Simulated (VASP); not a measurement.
# C (P4mm) in VASP: further runs

The runs below take C through single point, with PBE.

Everything below comes from runs of VASP 6.6.1. Logs are shortened: lines on timing, memory, paths and dates and some standing lists are left out, and cuts for length are marked.

## Step 1: The cell of the first run

It takes space group P4mm (No. 99, tetragonal). Conventional cell: a = 1.957 Å, b = 1.957 Å, c = 4.200 Å, α = 90.00°, β = 90.00°, γ = 90.00°. C (site symmetry 4mm) has 9 C at 1.53 to 1.96 Å within 2.0 Å. C (site symmetry 4mm) has 5 C at 1.57 to 1.96 Å within 2.1 Å. C (site symmetry 4mm) has 8 C at 1.53 to 1.96 Å within 2.0 Å.

## Step 2: Single point, PBE

INCAR

```
SYSTEM = C
  PREC = Accurate
  ENCUT = 520
  EDIFF = 1E-6
  ISMEAR = 0
  SIGMA = 0.1
  LREAL = .False.
  LASPH = .True.
  NELM = 100
  ALGO = Normal
  ISIF = 2
  LWAVE = .False.
  LCHARG = .False.
  GGA = PE
  NBANDS = 13
```

KPOINTS

```
Automatic mesh
0
Gamma
  8 8 4
  0 0 0
```

POSCAR

```
C
1.0
    1.9571503400      0.0000000000      0.0000000000
    0.0000000000      1.9571503400      0.0000000000
    0.0000000000      0.0000000000      4.1998251500
C
3
Direct
    0.0000000000      0.0000000000      0.5249272200
    0.0000000000      0.0000000000      0.8998826900
    0.5000000000      0.5000000000      0.3692162500
```

Potentials or basis: VASP PAW PBE potentials, release 64 (C).

The run is started by

```bash
> cat potpaw_PBE.64/C/POTCAR > POTCAR
> mpirun -np 1 vasp_std > vasp.out
```

OUTCAR:

```text
SYSTEM = C
   PREC = Accurate
   ENCUT = 520
   EDIFF = 1E-6
   ISMEAR = 0
   LREAL = .False.
   LASPH = .True.
   NELM = 100
   ISIF = 2
   GGA = PE

 ion  position               nearest neighbor table
   1  0.000  0.000  0.525-   3 1.53   3 1.53   3 1.53   3 1.53   2 1.57
   2  0.000  0.000  0.900-   1 1.57
   3  0.500  0.500  0.369-   1 1.53   1 1.53   1 1.53   1 1.53

  LATTYP: Found a simple tetragonal cell.
 ALAT       =     1.9571503400
 C/A-ratio  =     2.1458878575

  Lattice vectors:

 A1 = (   1.9571503400,   0.0000000000,   0.0000000000)
 A2 = (   0.0000000000,   1.9571503400,   0.0000000000)
 A3 = (   0.0000000000,   0.0000000000,   4.1998251500)

Analysis of symmetry for initial positions (statically):
=====================================================================
 Subroutine PRICEL returns:
 Original cell was already a primitive cell.

 Routine SETGRP: Setting up the symmetry group for a
 simple tetragonal supercell.

 Subroutine GETGRP returns: Found  8 space group operations
 (whereof  8 operations were pure point group operations)
 out of a pool of 16 trial point group operations.

The static configuration has the point symmetry C_4v.

Analysis of symmetry for dynamics (positions and initial velocities):
=====================================================================
 Subroutine PRICEL returns:
 Original cell was already a primitive cell.

 Routine SETGRP: Setting up the symmetry group for a
 simple tetragonal supercell.

 Subroutine GETGRP returns: Found  8 space group operations
 (whereof  8 operations were pure point group operations)
 out of a pool of 16 trial point group operations.

The dynamic configuration has the point symmetry C_4v.

 Subroutine INISYM returns: Found  8 space group operations
 (whereof  8 operations are pure point group operations),
 and found     1 'primitive' translations

----------------------------------------------------------------------------------------

                                     Primitive cell

  volume of cell :      16.0872

  direct lattice vectors                    reciprocal lattice vectors
     1.957150340  0.000000000  0.000000000     0.510946952  0.000000000  0.000000000
     0.000000000  1.957150340  0.000000000     0.000000000  0.510946952  0.000000000
     0.000000000  0.000000000  4.199825150     0.000000000  0.000000000  0.238105151

  length of vectors
     1.957150340  1.957150340  4.199825150     0.510946952  0.510946952  0.238105151

  position of ions in fractional coordinates (direct lattice)
     0.000000000  0.000000000  0.524927220
     0.000000000  0.000000000  0.899882690
     0.500000000  0.500000000  0.369216250

  ion indices of the primitive-cell ions
   primitive index   ion index
                 1           1
                 2           2
                 3           3

----------------------------------------------------------------------------------------

 KPOINTS: Automatic mesh

Automatic generation of k-mesh.
 Grid dimensions read from file:
 generate k-points for:    8    8    4

 Generating k-lattice:

  Cartesian coordinates                     Fractional coordinates (reciprocal lattice)
     0.063868369  0.000000000  0.000000000     0.125000000  0.000000000  0.000000000
     0.000000000  0.063868369  0.000000000     0.000000000  0.125000000  0.000000000
     0.000000000  0.000000000  0.059526288     0.000000000  0.000000000  0.250000000

  Length of vectors
     0.063868369  0.063868369  0.059526288

  Shift w.r.t. Gamma in fractional coordinates (k-lattice)
     0.000000000  0.000000000  0.000000000

 Subroutine IBZKPT returns following result:
 ===========================================

 Found     45 irreducible k-points:

 Following reciprocal coordinates:
            Coordinates               Weight
  0.000000  0.000000  0.000000      1.000000
  0.125000  0.000000  0.000000      4.000000
  0.250000  0.000000  0.000000      4.000000
  0.375000  0.000000  0.000000      4.000000
  0.500000  0.000000  0.000000      2.000000
  0.125000  0.125000  0.000000      4.000000
[... 16 lines left out ...]
  0.375000  0.125000  0.250000     16.000000
  0.500000  0.125000  0.250000      8.000000
 [... further k-points ...]
   k-points           NKPTS =     45   k-points in BZ     NKDIM =     45   number of bands    NBANDS=     13
   number of dos      NEDOS =    301   number of ions     NIONS =      3
   total plane-waves  NPLWV =   8192
   dimension x,y,z NGX =    16 NGY =   16 NGZ =   32
   dimension x,y,z NGXF=    32 NGYF=   32 NGZF=   64
   ions per type =               3
   NGX,Y,Z   is equivalent  to a cutoff of  13.59, 13.59, 12.67 a.u.
   NGXF,Y,Z  is equivalent  to a cutoff of  27.18, 27.18, 25.33 a.u.
 SYSTEM =  C
   PREC   = accura    normal or accurate (medium, high low for compatibility)
   ISTART =      0    job   : 0-new  1-cont  2-samecut
   ICHARG =      2    charge: 1-file 2-atom 10-const
   ISPIN  =      1    spin polarized calculation?
   LNONCOLLINEAR =      F non collinear calculations
   LSORBIT =      F    spin-orbit coupling
   LASPH  =      T    aspherical Exc in radial PAW
   ENCUT  =  520.0 eV  38.22 Ry    6.18 a.u.   3.64  3.64  7.81*2*pi/ulx,y,z
   NELM   =    100;   NELMIN=  2; NELMDL= -5     # of ELM steps
   EDIFF  = 0.1E-05   stopping-criterion for ELM
   LREAL  =      F    real-space projection
   EDIFFG = 0.1E-04   stopping-criterion for IOM
   NSW    =      0    number of steps for IOM
   IBRION =     -1    ionic relax: 0-MD 1-quasi-New 2-CG
   NFREE  =      0    steps in history (QN), initial steepest desc. (CG)
   ISIF   =      2    stress and relaxation
   ISYM   =      2    0-nonsym 1-usesym 2-fastsym
   POTIM  = 0.5000    time-step for ionic-motion
   TEBEG  =    0.0;   TEEND  =   0.0 temperature during run
   PSTRESS=    0.0 pullay stress
   NELECT =      12.0000    total number of electrons
   NUPDOWN=      -1.0000    fix difference up-down
   EMIN   =  10.00;   EMAX   =-10.00  energy-range for DOS
[... 5 lines left out ...]
     AMIX     =   0.40;   BMIX     =  1.00
     AMIX_MAG =   1.60;   BMIX_MAG =  1.00
  volume/ion in A,a.u.               =       5.36        36.19
  Fermi-wavevector in a.u.,A,eV,Ry     =   1.484711  2.805698 29.992248  2.204368
  Thomas-Fermi vector in A             =   2.598214
   LORBIT       =      0    0 simple, 1 ext, 2 COOP (PROOUT), +10 PAW based schemes
   GGA     = PE    functional components
   LHFCALC =     F    Hartree Fock is set to
   AEXX    =    0.0000 exact exchange contribution
   IVDW    =     0    specifies the selected vdW correction
   LEPSILON=     F    determine dielectric tensor
   LRPA    =     F    only Hartree local field effects (RPA)
 non-spin polarized calculation
 Gauss-broadening in eV      SIGMA  =   0.10
  energy-cutoff  :      520.00
  volume of cell :       16.09
 maximum number of plane-waves:       448
 NGX is ok and might be reduce to    16
   NGX =  7   NGY =  7   NGZ = 15

 number of electron      12.0000002 magnetization

 Free energy of the ion-electron system (eV)
  ---------------------------------------------------
  ext. energy  EPLUGINS =         0.00000000
  ---------------------------------------------------
  free energy    TOTEN  =       -15.85544074 eV

  energy without entropy =      -15.85185291  energy(sigma->0) =      -15.85364682

 E-fermi :  11.0847     XC(G=0): -13.8303

 val. band max:       11.0204550582   @ k =   0.5000   0.2500   0.2500
 cond. band min:      11.1514360610   @ k =   0.2500   0.0000   0.5000
 fundamental gap:      0.1309810028
 Fermi energy:        11.0846796219

 k-point     1 :       0.0000    0.0000    0.0000
  band No.  band energies     occupation
      1     -13.9610      2.00000
      2      -5.2613      2.00000
      3      -1.9387      2.00000
      4      10.1858      2.00000
      5      10.1858      2.00000
      6      12.2397      0.00000
      7      17.7198      0.00000
      8      19.0479      0.00000
      9      19.0479      0.00000
     10      26.1561      0.00000
     11      26.1561      0.00000
     12      26.6111      0.00000
     13      27.1116      0.00000

 k-point     2 :       0.1250    0.0000    0.0000
  band No.  band energies     occupation
      1     -13.4901      2.00000
      2      -4.8006      2.00000
      3      -1.4400      2.00000
      4       7.4392      2.00000
      5      10.6907      2.00000
      6      12.3538      0.00000
      7      16.3503      0.00000
      8      18.5623      0.00000
      9      19.3109      0.00000
     10      24.7183      0.00000
     11      25.7464      0.00000
     12      26.8827      0.00000
     13      30.3938      0.00000

 k-point     3 :       0.2500    0.0000    0.0000
  band No.  band energies     occupation
      1     -12.0794      2.00000
      2      -3.4469      2.00000
      3      -0.0374      2.00000
      4       2.5937      2.00000
      5      11.3043      0.00190
      6      12.1785      0.00000
      7      12.5108      0.00000
      8      19.3687      0.00000
      9      19.9622      0.00000
     10      22.6143      0.00000
     11      24.2496      0.00000
     12      27.2847      0.00000
     13      32.8116      0.00000

 k-point     4 :       0.3750    0.0000    0.0000
  band No.  band energies     occupation
      1      -9.7387      2.00000
      2      -2.4221      2.00000
      3      -1.3441      2.00000
      4       2.4755      2.00000
      5       7.4494      2.00000
      6       9.7547      2.00000
      7      14.5470      0.00000
      8      20.2071      0.00000
      9      20.2758      0.00000
     10      21.9995      0.00000
     11      22.9995      0.00000
     12      27.1726      0.00000
     13      30.7147      0.00000

 k-point     5 :       0.5000    0.0000    0.0000
  band No.  band energies     occupation
      1      -6.5760      2.00000
      2      -6.4055      2.00000
      3       0.2970      2.00000
      4       3.9292      2.00000
      5       5.9244      2.00000
      6       7.1062      2.00000
      7      17.1664      0.00000
      8      18.0393      0.00000
      9      20.9127      0.00000
     10      21.6449      0.00000
     11      24.8989      0.00000
     12      25.2800      0.00000
     13      30.4793      0.00000
[... 257 lines left out ...]
 k-point    22 :       0.2500    0.1250    0.2500
  band No.  band energies     occupation
      1     -11.5217      2.00000
      2      -4.0452      2.00000
      3       2.2088      2.00000
      4       3.1647      2.00000
      5       9.3159      2.00000
      6      10.8070      1.99991
      7      12.0365      0.00000
      8      17.3900      0.00000
      9      20.4849      0.00000
     10      23.0440      0.00000
     11      23.6232      0.00000
     12      28.4102      0.00000
     13      30.8810      0.00000

 k-point    23 :       0.3750    0.1250    0.2500
  band No.  band energies     occupation
      1      -9.1994      2.00000
      2      -2.0062      2.00000
      3      -1.7158      2.00000
      4       4.3136      2.00000
      5       7.3081      2.00000
      6      10.4422      2.00000
      7      12.3861      0.00000
      8      17.9477      0.00000
      9      18.8119      0.00000
     10      20.3343      0.00000
     11      23.7510      0.00000
     12      26.9405      0.00000
     13      29.6251      0.00000

 k-point    24 :       0.5000    0.1250    0.2500
  band No.  band energies     occupation
      1      -6.0620      2.00000
      2      -5.9008      2.00000
      3       0.1924      2.00000
      4       3.3743      2.00000
      5       7.3852      2.00000
      6       9.1517      2.00000
      7      14.9608      0.00000
      8      15.8149      0.00000
      9      18.5054      0.00000
     10      20.1863      0.00000
     11      23.0282      0.00000
     12      26.4778      0.00000
     13      29.3454      0.00000

 [... further k-points ...]

------------------------ aborting loop because EDIFF is reached ----------------------------------------

  FORCE on cell =-STRESS in cart. coord.  units (eV):
  Direction    XX          YY          ZZ          XY          YZ          ZX
  --------------------------------------------------------------------------------------
  -------------------------------------------------------------------------------------
  Total       11.9902243     11.9902243      5.1325076      0.0000000     -0.0000000      0.0000000
  in kB     1194.1484069   1194.1484069    511.1644011      0.0000000     -0.0000000      0.0000000
  external PRESSURE =     966.4870717 kB  Pullay stress =       0.0000000 kB

 VOLUME and BASIS-vectors are now :
 -----------------------------------------------------------------------------
  energy-cutoff  :      520.00
  volume of cell :       16.09
      direct lattice vectors                 reciprocal lattice vectors
     1.957150340  0.000000000  0.000000000     0.510946952  0.000000000  0.000000000
     0.000000000  1.957150340  0.000000000     0.000000000  0.510946952  0.000000000
     0.000000000  0.000000000  4.199825150     0.000000000  0.000000000  0.238105151

 POSITION                                       TOTAL-FORCE (eV/Angst)
 -----------------------------------------------------------------------------------
      0.00000      0.00000      2.20460         0.000000      0.000000      1.497346
      0.00000      0.00000      3.77935        -0.000000      0.000000     -2.617601
      0.97858      0.97858      1.55064        -0.000000     -0.000000      1.120256
 -----------------------------------------------------------------------------------
    total drift:                                0.000000      0.000000     -0.000166

  FREE ENERGIE OF THE ION-ELECTRON SYSTEM (eV)
  ---------------------------------------------------
  free  energy   TOTEN  =       -15.8554407361 eV

  energy  without entropy=      -15.8518529058  energy(sigma->0) =      -15.85364682
```

Run time: 4.1 s. Hardware: 1 thread of Intel Xeon Platinum 8375C at 2.90GHz (Ice Lake), shared host; peak memory 0.12 GiB.

What came out:

```yaml
Free_energy: -15.8554 eV
Pressure: 96.6 GPa
Largest_force: 2.618 eV/Å
Band_gap_on_the_k_mesh: zero (band 6 reaches 12.57 eV, above the bottom of band 7 at 7.30 eV)
```

Forces on the atoms (eV/Å):
```
C    0.000  0.000  1.497
C    0.000  0.000 -2.618
C    0.000  0.000  1.120
```

Stress tensor (GPa, compression positive):
```
119.41   0.00   0.00
  0.00 119.41   0.00
  0.00   0.00  51.12
```

Caveat: the k points lie up to 0.40 Å⁻¹ apart; forces of over 1 eV/Å act on the atoms, so gaps and moduli don't describe the material at rest.

(Part 1 of 2 ends here.)
